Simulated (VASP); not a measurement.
NaF (Villiaumite), 2 atoms in the cell. Symmetry: Fm-3m, No. 225, cubic system. Conventional cell: a = 4.676 Å, b = 4.676 Å, c = 4.676 Å, α = 90.00°, β = 90.00°, γ = 90.00°. Within 3.1 Å of Na (site symmetry m-3m) lie 6 F at 2.34 Å. F (site symmetry m-3m) has 6 Na at 2.34 Å within 3.1 Å.  This cell differs from its parent crystal: volume scaled by 1.030.

- Program: VASP 6.6.1
- Task: vibrations by perturbation theory
- Functional: PBEsol
- Potentials or basis: VASP PAW PBE potentials, release 64 (Na_pv, F)
- Cutoff: 520 eV
- k mesh: 8 × 8 × 8
- Occupations: gaussian, width 0.01 eV
- Spin: no spin polarisation
- Dipole correction: no
- Further INCAR settings: ALGO = Normal; EDIFF = 1e-08; IBRION = 8; NSW = 1

Potentials or basis: VASP PAW PBE potentials, release 64 (Na_pv, F).

The run is started by

```bash
$ cat potpaw_PBE.64/Na_pv/POTCAR potpaw_PBE.64/F/POTCAR > POTCAR
$ mpirun -np 1 vasp_std > vasp.out
```

Hardware: 1 thread of Intel(R) Xeon(R) 6975P-C (Granite Rapids), with other jobs on the host.

**Question.** Estimate the wall time of this run.

**Answer.** Wall time 33 s on 1 thread of Intel(R) Xeon(R) 6975P-C (Granite Rapids), with other jobs on the host, peak memory 0.19 GiB. Counts: scf iterations 40, k points 29.
